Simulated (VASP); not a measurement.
CuI, 2 atoms in the cell. It takes space group F-43m (No. 216, cubic). The conventional cell has a = 6.024 Å, b = 6.024 Å, c = 6.024 Å, α = 90.00°, β = 90.00°, γ = 90.00°. Within 3.4 Å of Cu (site symmetry -43m) lie 4 I at 2.61 Å. Within 3.4 Å of I (site symmetry -43m) lie 4 Cu at 2.61 Å. 

| Quantity | Value |
| --- | --- |
| Program | VASP 6.6.1 |
| Task | single point |
| Functional | r2SCAN |
| Potentials or basis | VASP PAW PBE potentials, release 64 (Cu, I) |
| Cutoff | 520 eV |
| k mesh | 6 × 6 × 6 |
| Occupations | gaussian, width 0.01 eV |
| Spin | no spin polarisation |
| Dipole correction | no |
| Further INCAR settings | ALGO = Normal; EDIFF = 1e-06; NBANDS = 16 |

Potentials or basis: VASP PAW PBE potentials, release 64 (Cu, I).

Command:

```console
$ cat potpaw_PBE.64/Cu/POTCAR potpaw_PBE.64/I/POTCAR > POTCAR
$ cp INCAR.step1 INCAR
$ mpirun -np 1 vasp_std > vasp.out
$ cp INCAR.step2 INCAR
$ mpirun -np 1 vasp_std > vasp.out
```

Hardware: 1 thread of AMD EPYC 7R13 Processor (Zen 3) (shared host).

Question: Estimate the wall time of this run.

Answer: Wall time 63 s on 1 thread of AMD EPYC 7R13 Processor (Zen 3), with other jobs on the host, peak memory 0.16 GiB. Counts: k points 16.
